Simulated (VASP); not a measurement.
Crystal: CuO.

```
Cu O
1.0
     0.00000    2.29580    2.29580
     2.29580    0.00000    2.29580
     2.29580    2.29580    0.00000
Cu O
1 1
Direct
  0.00000 0.00000 0.00000
  0.25000 0.25000 0.25000
```

Base run:

* Program: VASP 6.6.1
* Functional: BLYP
* Potentials or basis: VASP PAW PBE potentials, release 64 (Cu, O)
* Cutoff: 520 eV
* k mesh: 10 × 10 × 10
* Occupations: fermi-dirac, width 0.05 eV
* Spin: no spin polarisation

Its results: pressure -0.3 GPa.

The run is repeated on the same cell with these changes: functional from BLYP to PBEsol; further incar settings from ALGO = Normal; EDIFF = 1e-06; NBANDS = 16 to ALGO = Normal; EDIFF = 1e-07; NBANDS = 16. What comes out?

Pressure -11.4 GPa.

Caveats: the PAW data sets were made with another functional, which shifts forces and pressure a little; an odd number of electrons without spin polarisation forces a metal; a magnetic or distorted state may lie lower.
